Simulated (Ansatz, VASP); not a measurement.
# YB3N4 in VASP and in Ansatz

Contents of POSCAR:

```
YB3N4
1.0
    2.7787805376      0.0000000000      0.0000000000
   -1.3893902688      2.4064945371      0.0000000000
    0.0000000000      0.0000000000      9.7696684450
B Y N
3 1 4
Direct
    0.3333333333      0.6666666667      0.0411040624
    0.3333333333      0.6666666667      0.4687435509
    0.6666666667      0.3333333333      0.2553585460
    0.6666666667      0.3333333333      0.7541964111
    0.3333333333      0.6666666667      0.2025456667
    0.3333333333      0.6666666667      0.6227463366
    0.6666666667      0.3333333333      0.4156455335
    0.6666666667      0.3333333333      0.9896598929
```

The input INCAR.step1:

```
  PREC = Accurate
  ENCUT = 520
  ISMEAR = 0
  SIGMA = 0.01
  LREAL = False
  LASPH = True
  NELM = 80
  NBANDS = 30
  GGA = PE
  ALGO = Normal
  EDIFF = 1E-4
  LWAVE = True
  LCHARG = False
```

File INCAR.step2:

```
  PREC = Accurate
  ENCUT = 520
  EDIFF = 1E-6
  ISMEAR = 0
  SIGMA = 0.01
  LREAL = False
  LASPH = True
  NELM = 80
  ALGO = Normal
  ISIF = 2
  LWAVE = False
  LCHARG = True
  METAGGA = R2SCAN
  LMIXTAU = True
  LELF = True
  LVHAR = True
  NBANDS = 30
  ISTART = 1
```

Contents of KPOINTS:

```
Automatic mesh
0
Gamma
  12 12 4
```

Input for Ansatz:

```yaml
crystal:
  lattice:
    - [2.7787805376, 0.0, 0.0]
    - [-1.3893902688, 2.4064945371, 0.0]
    - [0.0, 0.0, 9.769668445]
  atoms:
    - { symbol: B, position: [0.3333333333, 0.6666666667, 0.0411040624] }
    - { symbol: B, position: [0.3333333333, 0.6666666667, 0.4687435509] }
    - { symbol: B, position: [0.6666666667, 0.3333333333, 0.255358546] }
    - { symbol: "Y", position: [0.6666666667, 0.3333333333, 0.7541964111] }
    - { symbol: "N", position: [0.3333333333, 0.6666666667, 0.2025456667] }
    - { symbol: "N", position: [0.3333333333, 0.6666666667, 0.6227463366] }
    - { symbol: "N", position: [0.6666666667, 0.3333333333, 0.4156455335] }
    - { symbol: "N", position: [0.6666666667, 0.3333333333, 0.9896598929] }
kpoints:
  mp_grid: { grid: [12, 12, 4] }
  band_path:
    path:
      - [0.0, 0.0, 0.0]
      - [0.5, 0.0, 0.0]
      - [0.3333333333, 0.3333333333, 0.0]
      - [0.0, 0.0, 0.5]
      - [0.5, 0.0, 0.5]
      - [0.3333333333, 0.3333333333, 0.5]
      - [0.0, 0.5, 0.0]
      - [0.5, 0.0, 0.15]
    npoints: 1
hamiltonian:
  xc: r2scan
scf:
  occupations: { method: fixed }
  n_extra_bands: 6
output:
  forces: true
  stress: true
  eigenvalues: true
  write_density: true
  write_potential: true
  elf: true
  volumetric_format: npy
```

Alike in both runs: task single point; functional r2SCAN; k mesh 12 × 12 × 4; no spin polarisation.

|  | VASP | Ansatz |
| --- | --- | --- |
| version | VASP 6.6.1 | Ansatz 0.2.0 |
| potentials or method | VASP PAW PBE potentials, release 64 (B, Y_sv, N) | plane waves, PAW |
| plane-wave cutoff (eV) | 520 | 500 |
| occupations | gaussian, width 0.01 eV | fixed |
| valence electrons in the cell | 40 | 40 |

Ansatz gave:

| Property | Result |
| --- | --- |
| gap on the k mesh at the Fermi level (eV) | 0.58 |
| pressure (GPa) | 0.0 |
| rms of the force components (eV/Å) | 0.002 |

Problem. Estimate VASP's values.

Solution. gap on the k mesh at the Fermi level (eV): 0.59; pressure (GPa): 0.5; rms of the force components (eV/Å): 0.015.

VASP's potentials were made for PBE, not for r2SCAN. Atom by atom the forces differ by 0.016 eV/Å (rms over components). Ansatz's warnings: metallic iterate.
